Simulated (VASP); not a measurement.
# ZnS (P6_3mc) in VASP: settings compared

The runs below take ZnS through single point, with r2SCAN, PBE.

Program: VASP 6.6.1. These are calculated values, not measurements. Logs are shortened: lines on timing, memory, paths and dates and some standing lists are left out, and cuts for length are marked.

## (1) The cell of the first run

Symmetry: P6_3mc, No. 186, hexagonal system. The conventional cell has a = 3.728 Å, b = 3.728 Å, c = 6.117 Å, α = 90.00°, β = 90.00°, γ = 120.00°. Zn (site symmetry 3m) has 4 S at 2.29 Å within 3.0 Å. Within 3.0 Å of S (site symmetry 3m) lie 4 Zn at 2.29 Å.

## (2) Single point, r2SCAN (18.40 Å³/atom)

File POSCAR:

```
ZnS
1.0
    3.7277667846      0.0000000000      0.0000000000
   -1.8638833923      3.2283407348      0.0000000000
    0.0000000000      0.0000000000      6.1165289051
Zn S
2 2
Direct
    0.3333333333      0.6666666667      0.0003381269
    0.6666666667      0.3333333333      0.5003381269
    0.3333333333      0.6666666667      0.3746618731
    0.6666666667      0.3333333333      0.8746618731
```

File INCAR.step1:

```
PREC = Accurate ; ENCUT = 520
ISMEAR = 0 ; SIGMA = 0.01
LREAL = False ; LASPH = True
NELM = 80 ; NBANDS = 26
GGA = PE ; ALGO = Normal
EDIFF = 1E-4 ; LWAVE = True
LCHARG = False
```

File INCAR.step2:

```
PREC = Accurate ; ENCUT = 520
EDIFF = 1E-7 ; ISMEAR = 0
SIGMA = 0.01 ; LREAL = False
LASPH = True ; NELM = 80
ALGO = Normal ; ISIF = 2
LWAVE = False ; LCHARG = False
METAGGA = R2SCAN ; LMIXTAU = True
NBANDS = 26 ; ISTART = 1
```

File KPOINTS:

```
regular mesh
0
Gamma
  6 6 4
```

Potentials or basis: VASP PAW PBE potentials, release 64 (Zn, S).

Run with:

```bash
$ cat potpaw_PBE.64/Zn/POTCAR potpaw_PBE.64/S/POTCAR > POTCAR
$ cp INCAR.step1 INCAR
$ mpirun -np 1 vasp_std > vasp.out
$ cp INCAR.step2 INCAR
$ mpirun -np 1 vasp_std > vasp.out
```

OUTCAR:

```text
PREC = Accurate
   ENCUT = 520
   EDIFF = 1E-7
   ISMEAR = 0
   LREAL = False
   LASPH = True
   NELM = 80
   ISIF = 2
   METAGGA = R2SCAN
   ISTART = 1

 ion  position               nearest neighbor table
   1  0.333  0.667  0.000-   4 2.29   4 2.29   4 2.29   3 2.29
   2  0.667  0.333  0.500-   3 2.29   3 2.29   3 2.29   4 2.29
   3  0.333  0.667  0.375-   2 2.29   2 2.29   2 2.29   1 2.29
   4  0.667  0.333  0.875-   1 2.29   1 2.29   1 2.29   2 2.29

  LATTYP: Found a hexagonal cell.
 ALAT       =     3.7277667846
 C/A-ratio  =     1.6408024586

  Lattice vectors:

 A1 = (   3.7277667846,   0.0000000000,   0.0000000000)
 A2 = (  -1.8638833923,   3.2283407348,   0.0000000000)
 A3 = (   0.0000000000,   0.0000000000,   6.1165289051)

Analysis of symmetry for initial positions (statically):
=====================================================================
 Subroutine PRICEL returns:
 Original cell was already a primitive cell.

 Routine SETGRP: Setting up the symmetry group for a
 hexagonal supercell.

 Subroutine GETGRP returns: Found 12 space group operations
 (whereof  6 operations were pure point group operations)
 out of a pool of 24 trial point group operations.

The static configuration has the point symmetry C_3v.
 The point group associated with its full space group is C_6v.

Analysis of symmetry for dynamics (positions and initial velocities):
=====================================================================
 Subroutine PRICEL returns:
 Original cell was already a primitive cell.

 Routine SETGRP: Setting up the symmetry group for a
 hexagonal supercell.

 Subroutine GETGRP returns: Found 12 space group operations
 (whereof  6 operations were pure point group operations)
 out of a pool of 24 trial point group operations.

The dynamic configuration has the point symmetry C_3v.
 The point group associated with its full space group is C_6v.

 Subroutine INISYM returns: Found 12 space group operations
 (whereof  6 operations are pure point group operations),
 and found     1 'primitive' translations

----------------------------------------------------------------------------------------

                                     Primitive cell

  volume of cell :      73.6094

  direct lattice vectors                    reciprocal lattice vectors
     3.727766785  0.000000000  0.000000000     0.268257125  0.154878323  0.000000000
    -1.863883392  3.228340735  0.000000000     0.000000000  0.309756647  0.000000000
     0.000000000  0.000000000  6.116528905     0.000000000  0.000000000  0.163491421
[... 85 lines left out ...]
   LREAL  =      F    real-space projection
   EDIFFG = 0.1E-05   stopping-criterion for IOM
   NSW    =      0    number of steps for IOM
   IBRION =     -1    ionic relax: 0-MD 1-quasi-New 2-CG
   NFREE  =      0    steps in history (QN), initial steepest desc. (CG)
   ISIF   =      2    stress and relaxation
   ISYM   =      2    0-nonsym 1-usesym 2-fastsym
   POTIM  = 0.5000    time-step for ionic-motion
   TEBEG  =    0.0;   TEEND  =   0.0 temperature during run
   PSTRESS=    0.0 pullay stress
   NELECT =      36.0000    total number of electrons
   NUPDOWN=      -1.0000    fix difference up-down
   EMIN   =  10.00;   EMAX   =-10.00  energy-range for DOS
   EFERMI =   0.00;   METHOD = LEGACY
   ISMEAR =     0;   SIGMA  =   0.01  broadening in eV -4-tet -1-fermi 0-gaus
   EFERMI_NEDOS =   21; number of points for ismear=-14 and -15
   IALGO  =     38    algorithm
   IMIX   =      4    mixing-type and parameters
     AMIX     =   0.40;   BMIX     =  1.00
     AMIX_MAG =   1.60;   BMIX_MAG =  1.00
  volume/ion in A,a.u.               =      18.40       124.19
  Fermi-wavevector in a.u.,A,eV,Ry     =   1.289826  2.437419 22.635364  1.663652
  Thomas-Fermi vector in A             =   2.421696
   LORBIT       =      0    0 simple, 1 ext, 2 COOP (PROOUT), +10 PAW based schemes
   METAGGA = R2SCAN    functional components
   LHFCALC =     F    Hartree Fock is set to
   AEXX    =    0.0000 exact exchange contribution
   IVDW    =     0    specifies the selected vdW correction
   LEPSILON=     F    determine dielectric tensor
   LRPA    =     F    only Hartree local field effects (RPA)
 non-spin polarized calculation
 Gauss-broadening in eV      SIGMA  =   0.01
  energy-cutoff  :      520.00
  volume of cell :       73.61
 maximum number of plane-waves:      2012
 NGX is ok and might be reduce to    28
   NGX = 13   NGY = 13   NGZ = 23

 number of electron      35.9999986 magnetization

 Free energy of the ion-electron system (eV)
  ---------------------------------------------------
  ext. energy  EPLUGINS =         0.00000000
  ---------------------------------------------------
  free energy    TOTEN  =       -37.64103064 eV

  energy without entropy =      -37.64103064  energy(sigma->0) =      -37.64103064

 E-fermi :   2.6534     XC(G=0): -10.6344

 val. band max:        2.5341204486   @ k =   0.0000   0.0000   0.0000
 cond. band min:       5.6283070894   @ k =   0.0000   0.0000   0.0000
 fundamental gap:      3.0941866408
 Fermi energy:         2.6533993173

 k-point     1 :       0.0000    0.0000    0.0000
  band No.  band energies     occupation
      1     -11.6974      2.00000
      2     -10.6139      2.00000
      3      -4.2804      2.00000
      4      -4.2633      2.00000
      5      -4.2633      2.00000
      6      -4.1613      2.00000
[... 598 lines left out ...]
     25      12.8148      0.00000
     26      12.8148      0.00000

------------------------ aborting loop because EDIFF is reached ----------------------------------------

  FORCE on cell =-STRESS in cart. coord.  units (eV):
  Direction    XX          YY          ZZ          XY          YZ          ZX
  --------------------------------------------------------------------------------------
  -------------------------------------------------------------------------------------
  Total        2.6145512      2.6145512      2.6257537      0.0000000      0.0000000      0.0000000
  in kB       56.9081675     56.9081675     57.1520007      0.0000000      0.0000000      0.0000000
  external PRESSURE =      56.9894452 kB  Pullay stress =       0.0000000 kB

 VOLUME and BASIS-vectors are now :
 -----------------------------------------------------------------------------
  energy-cutoff  :      520.00
  volume of cell :       73.61
      direct lattice vectors                 reciprocal lattice vectors
     3.727766785  0.000000000  0.000000000     0.268257125  0.154878323  0.000000000
    -1.863883392  3.228340735  0.000000000     0.000000000  0.309756647  0.000000000
     0.000000000  0.000000000  6.116528905     0.000000000  0.000000000  0.163491421

 POSITION                                       TOTAL-FORCE (eV/Angst)
 -----------------------------------------------------------------------------------
     -0.00000      2.15223      0.00207         0.000000     -0.000000      0.029952
      1.86388      1.07611      3.06033        -0.000000      0.000000      0.029952
     -0.00000      2.15223      2.29163         0.000000     -0.000000     -0.029952
      1.86388      1.07611      5.34989         0.000000     -0.000000     -0.029952
 -----------------------------------------------------------------------------------
    total drift:                               -0.000000     -0.000001      0.049156

  FREE ENERGIE OF THE ION-ELECTRON SYSTEM (eV)
  ---------------------------------------------------
  free  energy   TOTEN  =       -37.6410306371 eV

  energy  without entropy=      -37.6410306371  energy(sigma->0) =      -37.64103064
```

OSZICAR.step1:

```text
N       E                     dE             d eps       ncg     rms          rms(c)
DAV:   1     0.250650501059E+03    0.25065E+03   -0.17163E+04  1092   0.172E+03
DAV:   2     0.108554237893E+02   -0.23980E+03   -0.22998E+03  1140   0.356E+02
DAV:   3    -0.137461079841E+02   -0.24602E+02   -0.24365E+02  1292   0.113E+02
DAV:   4    -0.143820354578E+02   -0.63593E+00   -0.63391E+00  1320   0.180E+01
DAV:   5    -0.143916016800E+02   -0.95662E-02   -0.95632E-02  1296   0.220E+00    0.111E+01
DAV:   6    -0.135337711680E+02    0.85783E+00   -0.16592E+00  1610   0.387E+01    0.843E+00
DAV:   7    -0.135297554439E+02    0.40157E-02   -0.14276E+00  1152   0.710E+00    0.362E+00
DAV:   8    -0.135205915514E+02    0.91639E-02   -0.36394E-02  1302   0.149E+00    0.110E+00
DAV:   9    -0.135201998652E+02    0.39169E-03   -0.12825E-02  1450   0.120E+00    0.254E-01
DAV:  10    -0.135203090371E+02   -0.10917E-03   -0.57136E-04  1252   0.346E-01    0.111E-01
DAV:  11    -0.135205075537E+02   -0.19852E-03   -0.27600E-04  1012   0.134E-01    0.757E-02
DAV:  12    -0.135205056835E+02    0.18702E-05   -0.27642E-05   602   0.918E-02
   1 F= -.13520506E+02 E0= -.13520506E+02  d E =-.652989E-51
```

It took 4.7 min on 1 thread of Intel Xeon 8259CL, shared host; peak memory 0.21 GiB.

What came out:

| Item | Value |
| --- | --- |
| Free energy | -37.6410 eV |
| Pressure | 5.7 GPa |
| Largest force | 0.030 eV/Å |
| Band gap on the k mesh | 3.09 eV |

Forces in eV/Å, atoms in the order of the input:
```
Zn   0.000  0.000  0.030
Zn   0.000  0.000  0.030
S    0.000  0.000 -0.030
S    0.000  0.000 -0.030
```

Caveat: the cell stands under pressure; the PAW data sets were made with another functional, which shifts forces and pressure a little.

## (3) Single point, r2SCAN (18.99 Å³/atom)

This run uses another cell than the first one, of 18.99 Å³/atom.

File POSCAR:

```
ZnS
1.0
    3.7670093187      0.0000000000      0.0000000000
   -1.8835046594      3.2623257663      0.0000000000
    0.0000000000      0.0000000000      6.1809181516
Zn S
2 2
Direct
    0.3333333333      0.6666666667      0.0003381269
    0.6666666667      0.3333333333      0.5003381269
    0.3333333333      0.6666666667      0.3746618731
    0.6666666667      0.3333333333      0.8746618731
```

File INCAR.step1:

```
SYSTEM = ZnS
ALGO = Normal
EDIFF = 1E-4
ENCUT = 520
GGA = PE
ISMEAR = 0
LASPH = .TRUE.
LCHARG = .FALSE.
LREAL = .FALSE.
LWAVE = .TRUE.
NBANDS = 26
NELM = 60
PREC = Accurate
SIGMA = 0.01
```

File INCAR.step2:

```
SYSTEM = ZnS
ALGO = Normal
EDIFF = 1E-7
ENCUT = 520
ISIF = 2
ISMEAR = 0
ISTART = 1
LASPH = .TRUE.
LCHARG = .FALSE.
LMIXTAU = .TRUE.
LREAL = .FALSE.
LWAVE = .FALSE.
METAGGA = R2SCAN
NBANDS = 26
NELM = 60
PREC = Accurate
SIGMA = 0.01
```

File KPOINTS:

```
k-points
0
G
  6 6 4
  0 0 0
```

Potentials or basis: VASP PAW PBE potentials, release 64 (Zn, S).

Run with:

```bash
$ cat potpaw_PBE.64/Zn/POTCAR potpaw_PBE.64/S/POTCAR > POTCAR
$ cp INCAR.step1 INCAR
$ mpirun -np 1 vasp_std > vasp.out
$ cp INCAR.step2 INCAR
$ mpirun -np 1 vasp_std > vasp.out
```

Wall time 4.4 min (1 thread of Intel Xeon 8259CL, shared host); peak memory 0.21 GiB.

It converged, with:

```
Free energy            : -37.7016 eV
Pressure               : 2.7 GPa
Largest force          : 0.017 eV/Å
Band gap on the k mesh : 2.94 eV
```

Forces in eV/Å, atoms in the order of the input:
```
Zn   0.000  0.000  0.017
Zn   0.000  0.000  0.017
S    0.000  0.000 -0.017
S    0.000  0.000 -0.017
```

Levels at points of the mesh, in eV from the valence-band top:
```csv
k point,band 16,band 17,band 18,band 19,band 20,band 21
"(0.00, 0.00, 0.00)",-0.09,0.00,0.00,2.94,3.67,6.77
"(0.50, 0.00, 0.00)",-2.43,-1.82,-0.96,4.01,4.86,5.42
"(0.00, 0.00, 0.50)",-0.51,-0.51,-0.51,4.20,4.20,7.24
"(0.50, 0.00, 0.50)",-1.76,-1.75,-1.75,3.96,3.96,5.63
```

Caveat: the PAW data sets were made with another functional, which shifts forces and pressure a little.

## (4) Single point, r2SCAN

This run uses another cell than the first one, of 19.58 Å³/atom.

File POSCAR:

```
ZnS
1.0
    3.8054508444      0.0000000000      0.0000000000
   -1.9027254222      3.2956171041      0.0000000000
    0.0000000000      0.0000000000      6.2439931014
Zn S
2 2
Direct
    0.3333333333      0.6666666667      0.0003381269
    0.6666666667      0.3333333333      0.5003381269
    0.3333333333      0.6666666667      0.3746618731
    0.6666666667      0.3333333333      0.8746618731
```

INCAR.step1, as its differences from that of step 3:

```diff
@@ -11,3 +11,3 @@
 NBANDS = 26
-NELM = 60
+NELM = 100
 PREC = Accurate
```

File INCAR.step2:

```
SYSTEM = ZnS
ALGO = Normal
EDIFF = 1E-6
ENCUT = 520
ISIF = 2
ISMEAR = 0
ISTART = 1
LASPH = .TRUE.
LCHARG = .TRUE.
LELF = .TRUE.
LMIXTAU = .TRUE.
LREAL = .FALSE.
LVHAR = .TRUE.
LWAVE = .FALSE.
METAGGA = R2SCAN
NBANDS = 26
NELM = 100
PREC = Accurate
SIGMA = 0.01
```

KPOINTS is that of step 3.

Run with:

```bash
$ cat potpaw_PBE.64/Zn/POTCAR potpaw_PBE.64/S/POTCAR > POTCAR
$ cp INCAR.step1 INCAR
$ mpirun -np 1 vasp_std > vasp.out
$ cp INCAR.step2 INCAR
$ mpirun -np 1 vasp_std > vasp.out
```

Run time: 3.9 min. Hardware: 1 thread of Intel Xeon 8259CL, shared host; peak memory 0.21 GiB.

The run converged. Its results:

| Item | Value |
| --- | --- |
| Free energy | -37.7212 eV |
| Pressure | 0.1 GPa |
| Band gap on the k mesh | 2.79 eV |

Levels at points of the mesh, in eV from the valence-band top:
```tsv
k point	band 16	band 17	band 18	band 19	band 20	band 21
(0.00, 0.00, 0.00)	-0.08	0.00	0.00	2.79	3.62	6.80
(0.50, 0.00, 0.00)	-2.31	-1.73	-0.91	4.04	4.78	5.45
(0.00, 0.00, 0.50)	-0.48	-0.48	-0.48	4.11	4.11	7.26
(0.50, 0.00, 0.50)	-1.68	-1.66	-1.66	3.96	3.96	5.66
```

Caveat: the PAW data sets were made with another functional, which shifts forces and pressure a little.

## (5) Single point, r2SCAN (20.16 Å³/atom)

This run uses another cell than the first one, of 20.16 Å³/atom.

File POSCAR:

```
ZnS
1.0
    3.8431310260      0.0000000000      0.0000000000
   -1.9215655130      3.3282490986      0.0000000000
    0.0000000000      0.0000000000      6.3058188361
Zn S
2 2
Direct
    0.3333333333      0.6666666667      0.0003381269
    0.6666666667      0.3333333333      0.5003381269
    0.3333333333      0.6666666667      0.3746618731
    0.6666666667      0.3333333333      0.8746618731
```

File INCAR.step1:

```
PREC = Accurate
ENCUT = 520
ISMEAR = 0
SIGMA = 0.01
LREAL = False
LASPH = True
NELM = 80
NBANDS = 26
GGA = PE
ALGO = Normal
EDIFF = 1E-4
LWAVE = True
LCHARG = False
```

File INCAR.step2:

```
PREC = Accurate
ENCUT = 520
EDIFF = 1E-7
ISMEAR = 0
SIGMA = 0.01
LREAL = False
LASPH = True
NELM = 80
ALGO = Normal
ISIF = 2
LWAVE = False
LCHARG = True
METAGGA = R2SCAN
LMIXTAU = True
LELF = True
LVHAR = True
NBANDS = 26
ISTART = 1
```

File KPOINTS:

```
regular mesh
0
Gamma
  6 6 4
```

Run with:

```bash
$ cat potpaw_PBE.64/Zn/POTCAR potpaw_PBE.64/S/POTCAR > POTCAR
$ cp INCAR.step1 INCAR
$ mpirun -np 1 vasp_std > vasp.out
$ cp INCAR.step2 INCAR
$ mpirun -np 1 vasp_std > vasp.out
```

Run time: 5.3 min. Hardware: 1 thread of Intel Xeon 8259CL, shared host; peak memory 0.22 GiB.

Results (log left out):

- Free energy: -37.7055 eV
- Pressure: -2.1 GPa
- Largest force: 0.014 eV/Å
- Band gap on the k mesh: 2.65 eV

Forces on the atoms (eV/Å):
```
Zn   0.000  0.000 -0.014
Zn   0.000  0.000 -0.014
S    0.000  0.000  0.014
S    0.000  0.000  0.014
```

Stress tensor (GPa, compression positive):
```
-2.05  0.00  0.00
 0.00 -2.05  0.00
 0.00  0.00 -2.15
```

Levels at points of the mesh, in eV from the valence-band top:
```tsv
k point	band 16	band 17	band 18	band 19	band 20	band 21
(0.00, 0.00, 0.00)	-0.08	0.00	0.00	2.65	3.56	6.82
(0.50, 0.00, 0.00)	-2.20	-1.64	-0.87	4.07	4.70	5.47
(0.00, 0.00, 0.50)	-0.46	-0.46	-0.46	4.02	4.02	7.27
(0.50, 0.00, 0.50)	-1.61	-1.58	-1.58	3.95	3.95	5.67
```

Caveat: the PAW data sets were made with another functional, which shifts forces and pressure a little.

[end of part 1 of 2]
